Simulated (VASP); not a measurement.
# W (Im-3m) in VASP: further runs

The runs below take W through single point, relaxation of cell and atoms, with BLYP.

Everything below comes from runs of VASP 6.6.1. Logs are shortened: lines on timing, memory, paths and dates and some standing lists are left out, and cuts for length are marked.

**1. The cell of the first run**

Symmetry: Im-3m, No. 229, cubic system. The conventional cell has a = 3.220 Å, b = 3.220 Å, c = 3.220 Å, α = 90.00°, β = 90.00°, γ = 90.00°. Within 3.7 Å of W (site symmetry m-3m) lie 14 W at 2.79 to 3.22 Å.

**2. Single point, BLYP**

INCAR

```
SYSTEM = W
  PREC = Accurate
  ENCUT = 520
  EDIFF = 1E-6
  ISMEAR = -1
  SIGMA = 0.1
  LREAL = .False.
  LASPH = .True.
  NELM = 60
  ALGO = Normal
  ISIF = 2
  LWAVE = .False.
  LCHARG = .False.
  GGA = B5
  ALDAX = 1.0
  AGGAX = 1.0
  AGGAC = 1.0
  ALDAC = 0.0
  NBANDS = 13
```

KPOINTS

```
Automatic mesh
0
Gamma
  14 14 14
  0 0 0
```

POSCAR

```
W
1.0
   -1.6100263885      1.6100263885      1.6100263885
    1.6100263885     -1.6100263885      1.6100263885
    1.6100263885      1.6100263885     -1.6100263885
W
1
Direct
    0.0000000000      0.0000000000      0.0000000000
```

Potentials or basis: VASP PAW PBE potentials, release 64 (W_sv).

On the command line:

```bash
> cat potpaw_PBE.64/W_sv/POTCAR > POTCAR
> mpirun -np 1 vasp_std > vasp.out
```

OUTCAR:

```text
SYSTEM = W
   PREC = Accurate
   ENCUT = 520
   EDIFF = 1E-6
   ISMEAR = -1
   LREAL = .False.
   LASPH = .True.
   NELM = 60
   ISIF = 2
   GGA = B5

 ion  position               nearest neighbor table
   1  0.000  0.000  0.000-

  LATTYP: Found a body centered cubic cell.
 ALAT       =     3.2200527770

  Lattice vectors:

 A1 = (  -1.6100263885,   1.6100263885,   1.6100263885)
 A2 = (   1.6100263885,  -1.6100263885,   1.6100263885)
 A3 = (   1.6100263885,   1.6100263885,  -1.6100263885)

Analysis of symmetry for initial positions (statically):
=====================================================================
 Subroutine PRICEL returns:
 Original cell was already a primitive cell.

 Routine SETGRP: Setting up the symmetry group for a
 body centered cubic supercell.

 Subroutine GETGRP returns: Found 48 space group operations
 (whereof 48 operations were pure point group operations)
 out of a pool of 48 trial point group operations.

The static configuration has the point symmetry O_h .

Analysis of symmetry for dynamics (positions and initial velocities):
=====================================================================
 Subroutine PRICEL returns:
 Original cell was already a primitive cell.

 Routine SETGRP: Setting up the symmetry group for a
 body centered cubic supercell.

 Subroutine GETGRP returns: Found 48 space group operations
 (whereof 48 operations were pure point group operations)
 out of a pool of 48 trial point group operations.

The dynamic configuration has the point symmetry O_h .

 Subroutine INISYM returns: Found 48 space group operations
 (whereof 48 operations are pure point group operations),
 and found     1 'primitive' translations

----------------------------------------------------------------------------------------

                                     Primitive cell

  volume of cell :      16.6939

  direct lattice vectors                    reciprocal lattice vectors
    -1.610026388  1.610026388  1.610026388     0.000000000  0.310553916  0.310553916
     1.610026388 -1.610026388  1.610026388     0.310553916  0.000000000  0.310553916
     1.610026388  1.610026388 -1.610026388     0.310553916  0.310553916  0.000000000

  length of vectors
     2.788647506  2.788647506  2.788647506     0.439189560  0.439189560  0.439189560

  position of ions in fractional coordinates (direct lattice)
     0.000000000  0.000000000  0.000000000

  ion indices of the primitive-cell ions
   primitive index   ion index
                 1           1

----------------------------------------------------------------------------------------

 KPOINTS: Automatic mesh

Automatic generation of k-mesh.
 Grid dimensions read from file:
 generate k-points for:   14   14   14

 Generating k-lattice:

  Cartesian coordinates                     Fractional coordinates (reciprocal lattice)
     0.000000000  0.022182423  0.022182423     0.071428571  0.000000000  0.000000000
     0.022182423  0.000000000  0.022182423     0.000000000  0.071428571  0.000000000
     0.022182423  0.022182423  0.000000000     0.000000000  0.000000000  0.071428571

  Length of vectors
     0.031370683  0.031370683  0.031370683

  Shift w.r.t. Gamma in fractional coordinates (k-lattice)
     0.000000000  0.000000000  0.000000000

 Subroutine IBZKPT returns following result:
 ===========================================

 Found    104 irreducible k-points:

 Following reciprocal coordinates:
            Coordinates               Weight
  0.000000  0.000000  0.000000      1.000000
  0.071429  0.000000  0.000000     12.000000
  0.142857  0.000000  0.000000     12.000000
  0.214286  0.000000  0.000000     12.000000
  0.285714  0.000000  0.000000     12.000000
  0.357143  0.000000  0.000000     12.000000
[... 16 lines left out ...]
  0.285714  0.285714  0.000000     24.000000
  0.357143  0.285714  0.000000     24.000000
 [... further k-points ...]
   k-points           NKPTS =    104   k-points in BZ     NKDIM =    104   number of bands    NBANDS=     13
   number of dos      NEDOS =    301   number of ions     NIONS =      1
   total plane-waves  NPLWV =  13824
   dimension x,y,z NGX =    24 NGY =   24 NGZ =   24
   dimension x,y,z NGXF=    48 NGYF=   48 NGZF=   48
   ions per type =               1
   NGX,Y,Z   is equivalent  to a cutoff of  14.31, 14.31, 14.31 a.u.
   NGXF,Y,Z  is equivalent  to a cutoff of  28.62, 28.62, 28.62 a.u.
 SYSTEM =  W
   PREC   = accura    normal or accurate (medium, high low for compatibility)
   ISTART =      0    job   : 0-new  1-cont  2-samecut
   ICHARG =      2    charge: 1-file 2-atom 10-const
   ISPIN  =      1    spin polarized calculation?
   LNONCOLLINEAR =      F non collinear calculations
   LSORBIT =      F    spin-orbit coupling
   LASPH  =      T    aspherical Exc in radial PAW
   ENCUT  =  520.0 eV  38.22 Ry    6.18 a.u.   5.19  5.19  5.19*2*pi/ulx,y,z
   NELM   =     60;   NELMIN=  2; NELMDL= -5     # of ELM steps
[... 59 lines left out ...]
      3     -26.4560      2.00000
      4     -26.4560      2.00000
      5       2.1208      2.00000
      6      10.0329      2.00000
      7      10.0329      2.00000
      8      10.0329      2.00000
      9      13.3473      0.00000
     10      13.3473      0.00000
     11      25.8480      0.00000
     12      25.8480      0.00000
     13      25.8480      0.00000

 k-point     2 :       0.0714    0.0000    0.0000
  band No.  band energies     occupation
      1     -62.5504      2.00000
      2     -26.5147      2.00000
      3     -26.4747      2.00000
      4     -26.4562      2.00000
      5       2.3533      2.00000
      6       9.8982      2.00000
      7      10.0045      2.00000
      8      10.2555      1.99996
      9      13.1420      0.00000
     10      13.3501      0.00000
     11      26.0353      0.00000
     12      26.2403      0.00000
     13      26.3759      0.00000

 k-point     3 :       0.1429    0.0000    0.0000
  band No.  band energies     occupation
      1     -62.5351      2.00000
      2     -26.6766      2.00000
      3     -26.5265      2.00000
      4     -26.4567      2.00000
      5       3.0090      2.00000
      6       9.5429      2.00000
      7       9.8664      2.00000
      8      10.9113      1.96960
      9      12.7837      0.00000
     10      13.3738      0.00000
     11      26.4139      0.00000
     12      27.3640      0.00000
     13      27.5387      0.00000

 k-point     4 :       0.2143    0.0000    0.0000
  band No.  band energies     occupation
      1     -62.5131      2.00000
      2     -26.9047      2.00000
      3     -26.6006      2.00000
      4     -26.4575      2.00000
      5       3.9422      2.00000
      6       9.0764      2.00000
      7       9.6118      2.00000
      8      11.9611      0.00357
      9      12.6762      0.00000
     10      13.4510      0.00000
     11      26.3320      0.00000
     12      27.8756      0.00000
     13      29.0925      0.00000

 k-point     5 :       0.2857    0.0000    0.0000
  band No.  band energies     occupation
      1     -62.4885      2.00000
      2     -27.1502      2.00000
      3     -26.6816      2.00000
      4     -26.4584      2.00000
      5       4.8420      2.00000
      6       8.6100      2.00000
      7       9.5814      2.00000
      8      12.8698      0.00000
      9      13.3280      0.00000
     10      13.6020      0.00000
     11      25.3546      0.00000
     12      26.2754      0.00000
     13      31.2768      0.00000
[... 257 lines left out ...]
 k-point    22 :       0.3571    0.2143    0.0000
  band No.  band energies     occupation
      1     -62.4369      2.00000
      2     -27.4076      2.00000
      3     -26.9897      2.00000
      4     -26.5744      2.00000
      5       6.6310      2.00000
      6       8.1995      2.00000
      7       9.7984      2.00000
      8      13.1219      0.00000
      9      14.2989      0.00000
     10      19.1232      0.00000
     11      20.0942      0.00000
     12      24.1835      0.00000
     13      27.0424      0.00000

 k-point    23 :       0.2857    0.2857    0.0000
  band No.  band energies     occupation
      1     -62.4357      2.00000
      2     -27.3477      2.00000
      3     -27.0550      2.00000
      4     -26.5887      2.00000
      5       6.9860      2.00000
      6       8.3285      2.00000
      7       9.2542      2.00000
      8      13.2899      0.00000
      9      14.0540      0.00000
     10      19.4059      0.00000
     11      20.1494      0.00000
     12      24.0149      0.00000
     13      27.5596      0.00000

 k-point    24 :       0.3571    0.2857    0.0000
  band No.  band energies     occupation
      1     -62.4322      2.00000
      2     -27.3056      2.00000
      3     -27.1373      2.00000
      4     -26.5947      2.00000
      5       7.0804      2.00000
      6       8.4774      2.00000
      7       9.1570      2.00000
      8      13.5180      0.00000
      9      14.0620      0.00000
     10      19.0768      0.00000
     11      20.9294      0.00000
     12      22.9677      0.00000
     13      27.9813      0.00000

 [... further k-points ...]

------------------------ aborting loop because EDIFF is reached ----------------------------------------

  FORCE on cell =-STRESS in cart. coord.  units (eV):
  Direction    XX          YY          ZZ          XY          YZ          ZX
  --------------------------------------------------------------------------------------
  -------------------------------------------------------------------------------------
  Total        0.1588323      0.1588323      0.1588323     -0.0000000     -0.0000000      0.0000000
  in kB       15.2437037     15.2437037     15.2437037     -0.0000000     -0.0000000      0.0000000
  external PRESSURE =      15.2437037 kB  Pullay stress =       0.0000000 kB

 VOLUME and BASIS-vectors are now :
 -----------------------------------------------------------------------------
  energy-cutoff  :      520.00
  volume of cell :       16.69
      direct lattice vectors                 reciprocal lattice vectors
    -1.610026388  1.610026388  1.610026388     0.000000000  0.310553916  0.310553916
     1.610026388 -1.610026388  1.610026388     0.310553916  0.000000000  0.310553916
     1.610026388  1.610026388 -1.610026388     0.310553916  0.310553916  0.000000000

 POSITION                                       TOTAL-FORCE (eV/Angst)
 -----------------------------------------------------------------------------------
      0.00000      0.00000      0.00000         0.000000      0.000000      0.000000
 -----------------------------------------------------------------------------------
    total drift:                                0.000000      0.000000      0.000000

  FREE ENERGIE OF THE ION-ELECTRON SYSTEM (eV)
  ---------------------------------------------------
  free  energy   TOTEN  =       -11.2835287545 eV

  energy  without entropy=      -11.2619092465  energy(sigma->0) =      -11.27271900
```

Wall time 24 s (1 thread of Intel Xeon Platinum 8259CL at 2.50GHz (Skylake/Cascade Lake), shared host); peak memory 0.15 GiB.

What came out:

```
Free energy            : -11.2835 eV
Pressure               : 1.5 GPa
Band gap on the k mesh : zero (bands 7 and 8 overlap by 5.93 eV)
```

Caveat: the PAW data sets were made with another functional, which shifts forces and pressure a little; spin-orbit coupling is left out, which moves the levels of the heavy elements.

**3. Single point, BLYP (14.69 Å³/atom)**

This run uses another cell than the first one, of 14.69 Å³/atom.

INCAR, as its differences from that of step 2:

```diff
@@ -8,3 +8,3 @@
   LASPH = .True.
-  NELM = 60
+  NELM = 100
   ALGO = Normal
```

KPOINTS

```
Automatic mesh
0
Gamma
  22 22 22
  0 0 0
```

POSCAR

```
W
1.0
   -1.5428624816      1.5428624816      1.5428624816
    1.5428624816     -1.5428624816      1.5428624816
    1.5428624816      1.5428624816     -1.5428624816
W
1
Direct
    0.0000000000      0.0000000000      0.0000000000
```

Potentials or basis: VASP PAW PBE potentials, release 64 (W_sv).

On the command line:

```bash
> cat potpaw_PBE.64/W_sv/POTCAR > POTCAR
> mpirun -np 1 vasp_std > vasp.out
```

Wall time 47 s (1 thread of Intel Xeon Platinum 8259CL at 2.50GHz (Skylake/Cascade Lake), shared host); peak memory 0.17 GiB.

Results (log left out):

```
Free energy            : -11.0043 eV
Pressure               : 48.6 GPa
Band gap on the k mesh : zero (bands 7 and 8 overlap by 7.08 eV)
```

Levels at points of the mesh, in eV from the Fermi level:
```tsv
k point	band 4	band 5	band 6	band 7	band 8	band 9	band 10	band 11
(0.00, 0.00, 0.00)	-37.41	-9.85	-1.48	-1.48	-1.48	2.36	2.36	14.84
(0.50, 0.00, 0.00)	-37.42	-6.74	-4.03	1.27	2.28	3.34	6.72	11.89
(0.50, 0.50, 0.50)	-38.57	-6.45	-6.45	5.60	5.60	5.60	9.10	9.10
```

Caveat: the cell stands under pressure; the PAW data sets were made with another functional, which shifts forces and pressure a little; spin-orbit coupling is left out, which moves the levels of the heavy elements.

**4. Relaxation of cell and atoms, BLYP**

This run uses another cell than the first one, of 15.85 Å³/atom.

INCAR

```
AGGAC = 1.0
AGGAX = 1.0
ALDAC = 0.0
ALDAX = 1.0
ALGO = Normal
EDIFF = 1E-7
EDIFFG = -0.01
ENCUT = 600
GGA = B5
IBRION = 2
ISIF = 3
ISMEAR = -1
LASPH = T
LCHARG = F
LREAL = F
LWAVE = F
NELM = 60
NSW = 80
PREC = Accurate
SIGMA = 0.1
```

KPOINTS

```
k-points
0
Gamma
  14 14 14
```

POSCAR

```
W
1.0
   -1.5823400000      1.5823400000      1.5823400000
    1.5823400000     -1.5823400000      1.5823400000
    1.5823400000      1.5823400000     -1.5823400000
W
1
Direct
    0.0000000000      0.0000000000      0.0000000000
```

On the command line:

```bash
> cat potpaw_PBE.64/W_sv/POTCAR > POTCAR
> mpirun -np 1 vasp_std > vasp.out
```

Run time: 82 s. Hardware: 1 thread of Intel Xeon Platinum 8259CL at 2.50GHz (Skylake/Cascade Lake), shared host; peak memory 0.16 GiB.

The run converged. Its results:

```yaml
Free_energy: -11.2837 eV
Relaxed_volume: 16.79 Å³/atom
Relaxed_cell: a = 2.794 Å, b = 2.794 Å, c = 2.794 Å, α = 109.47°, β = 109.47°, γ = 109.47°
Space_group_after_relaxing_to_0.1_Å: Im-3m (No. 229)
Energy_gained_by_relaxing: 49.9 meV/atom
Ionic_steps: 4
Pressure_after_relaxing: -0.1 GPa
Band_gap_on_the_k_mesh: zero (bands 7 and 8 overlap by 5.88 eV)
```

The path:
```
step  energy change (eV)  largest force (eV/Å)  pressure (GPa)  volume (Å³)
   1              0.0000                0.0000           17.88        15.85
   2              0.3871                0.0000          -33.96        20.26
   3             -0.0496                0.0000           -1.26        16.87
   4             -0.0499                0.0000           -0.09        16.79
```

Final structure:
```
W
1.0
    -1.61323    1.61323    1.61323
     1.61323   -1.61323    1.61323
     1.61323    1.61323   -1.61323
W
1
Cartesian
  0.0000 0.0000 0.0000
```

Levels at points of the mesh, in eV from the Fermi level:
```
           k point  band 5  band 6  band 7  band 8  band 9  band 10
(0.00, 0.00, 0.00)   -9.17   -1.28   -1.28   -1.28    2.01     2.01
(0.50, 0.00, 0.00)   -5.90   -3.41    0.73    1.85    2.74     5.48
(0.50, 0.50, 0.50)   -5.40   -5.40    4.59    4.59    4.59     7.95
```

Caveat: the PAW data sets were made with another functional, which shifts forces and pressure a little; spin-orbit coupling is left out, which moves the levels of the heavy elements.

**5. Single point, BLYP (15.36 Å³/atom)**

This run uses another cell than the first one, of 15.36 Å³/atom.

INCAR

```
SYSTEM = W
  AGGAC = 1.0
  AGGAX = 1.0
  ALDAC = 0.0
  ALDAX = 1.0
  ALGO = Normal
  EDIFF = 1E-6
  ENCUT = 520
  GGA = B5
  ISIF = 2
  ISMEAR = -1
  LASPH = .TRUE.
  LCHARG = .FALSE.
  LREAL = .FALSE.
  LWAVE = .FALSE.
  NBANDS = 13
  NELM = 60
  PREC = Accurate
  SIGMA = 0.1
```

KPOINTS

```
k-points
0
G
  22 22 22
  0 0 0
```

POSCAR

```
W
1.0
   -1.5658936753      1.5658936753      1.5658936753
    1.5658936753     -1.5658936753      1.5658936753
    1.5658936753      1.5658936753     -1.5658936753
W
1
Direct
    0.0000000000      0.0000000000      0.0000000000
```

On the command line:

```bash
> cat potpaw_PBE.64/W_sv/POTCAR > POTCAR
> mpirun -np 1 vasp_std > vasp.out
```

Run time: 50 s. Hardware: 1 thread of Intel Xeon Platinum 8259CL at 2.50GHz (Skylake/Cascade Lake), shared host; peak memory 0.17 GiB.

It converged, with:

- Free energy: -11.1659 eV
- Pressure: 29.5 GPa
- Band gap on the k mesh: zero (bands 7 and 8 overlap by 6.66 eV)

Levels at points of the mesh, in eV from the Fermi level:
| k point | band 5 | band 6 | band 7 | band 8 | band 9 | band 10 |
| --- | --- | --- | --- | --- | --- | --- |
| (0.00, 0.00, 0.00) | -9.61 | -1.38 | -1.38 | -1.38 | 2.27 | 2.27 |
| (0.50, 0.00, 0.00) | -6.43 | -3.78 | 1.09 | 2.16 | 3.15 | 6.31 |
| (0.50, 0.50, 0.50) | -6.06 | -6.06 | 5.28 | 5.28 | 5.28 | 8.72 |

Caveat: the cell stands under pressure; the PAW data sets were made with another functional, which shifts forces and pressure a little; spin-orbit coupling is left out, which moves the levels of the heavy elements.

**6. Single point, BLYP (16.03 Å³/atom)**

This run uses another cell than the first one, of 16.03 Å³/atom.

INCAR

```
SYSTEM = W
PREC = Accurate
ENCUT = 520
EDIFF = 1E-6
ISMEAR = -1
SIGMA = 0.1
LREAL = .FALSE.
LASPH = .TRUE.
NELM = 60
ALGO = Normal
ISIF = 2
LWAVE = .FALSE.
LCHARG = .FALSE.
GGA = B5
ALDAX = 1.0
AGGAX = 1.0
AGGAC = 1.0
ALDAC = 0.0
NBANDS = 13
```

KPOINTS

```
Automatic mesh
0
G
  22 22 22
  0 0 0
```

POSCAR

```
W
1.0
   -1.5882666077      1.5882666077      1.5882666077
    1.5882666077     -1.5882666077      1.5882666077
    1.5882666077      1.5882666077     -1.5882666077
W
1
Direct
    0.0000000000      0.0000000000      0.0000000000
```

Potentials or basis: VASP PAW PBE potentials, release 64 (W_sv).

On the command line:

```bash
> cat potpaw_PBE.64/W_sv/POTCAR > POTCAR
> mpirun -np 1 vasp_std > vasp.out
```

Wall time 59 s (1 thread of Intel Xeon Platinum 8259CL at 2.50GHz (Skylake/Cascade Lake), shared host); peak memory 0.17 GiB.

It converged, with:

| Item | Value |
| --- | --- |
| Free energy | -11.2558 eV |
| Pressure | 14.0 GPa |
| Band gap on the k mesh | zero (bands 7 and 8 overlap by 6.28 eV) |

Levels at points of the mesh, in eV from the Fermi level:
```tsv
k point	band 3	band 4	band 5	band 6	band 7	band 8	band 9	band 10	band 11	band 12
(0.00, 0.00, 0.00)	-37.62	-37.62	-9.37	-1.30	-1.30	-1.30	2.18	2.18	14.68	14.68
(0.50, 0.00, 0.00)	-38.03	-37.62	-6.14	-3.56	0.94	2.04	2.99	5.94	10.89	11.70
(0.50, 0.50, 0.50)	-38.51	-38.51	-5.70	-5.70	4.98	4.98	4.98	8.38	8.38	8.38
```

Caveat: the cell stands under pressure; the PAW data sets were made with another functional, which shifts forces and pressure a little; spin-orbit coupling is left out, which moves the levels of the heavy elements.

**7. Overview**

| task | cell | k mesh | cutoff (eV) | gap on the mesh (eV) | pressure (GPa) |
| --- | --- | --- | --- | --- | --- |
| single point | a = 2.789 Å, angles 109.5°, 1 atom | 14 × 14 × 14 | 520 | none | 1.5 |
| single point | a = 2.672 Å, angles 109.5°, 1 atom | 22 × 22 × 22 | 520 | none | 48.6 |
| relaxation of cell and atoms | relaxed from a = 2.741 Å, angles 109.5°, 1 atom | 14 × 14 × 14 | 600 | none | -0.1 |
| single point | a = 2.712 Å, angles 109.5°, 1 atom | 22 × 22 × 22 | 520 | none | 29.5 |
| single point | a = 2.751 Å, angles 109.5°, 1 atom | 22 × 22 × 22 | 520 | none | 14.0 |

Alike in all rows: level BLYP; potentials or basis VASP PAW PBE potentials, release 64 (W_sv); no spin polarisation; smearing fermi-dirac 0.1 eV.

Caveats: the PAW data sets were made with another functional, which shifts forces and pressure a little; spin-orbit coupling is left out, which moves the levels of the heavy elements; the cell stands under pressure (at least some runs).

Absolute energies hang on the potentials; compare differences alone.
